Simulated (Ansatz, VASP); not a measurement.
**One calculation of W, two programs**

```
W
1.0
    -1.63723    1.63723    1.51744
     1.63723   -1.63723    1.51744
     1.63723    1.63723   -1.51744
W
1
Direct
  0.00000 0.00000 0.00000
```

Change from the starting cell: strain +0.025 along x and y, -0.050 along z, atoms carried along.

Alike in both runs: task single point; functional r2SCAN; k mesh 20 × 20 × 20; occupations gaussian, width 0.15 eV; no spin polarisation.

```csv
,VASP,Ansatz
version,VASP 6.6.1,Ansatz 0.2.0
potentials or method,"VASP PAW PBE potentials, release 64 (W_sv), cutoff 520 eV","scalar-relativistic, plane waves, PAW"
valence electrons in the cell,14,14
```

|  | VASP | Ansatz | Ansatz less VASP |
| --- | --- | --- | --- |
| gap on the k mesh at the Fermi level (eV) | none | none | - |
| pressure (GPa) | -4.8 | -5.9 | -1.10 |
| traceless stress, the component that is largest in VASP (GPa) | 17.36 | 17.40 | +0.047 |

VASP's potentials were made for PBE, not for r2SCAN. A gap of «none» marks a metal or a gap that the smearing closes. With one functional, cell and mesh, what is left measures potentials, basis and numerics.

Spin-orbit coupling is off throughout.
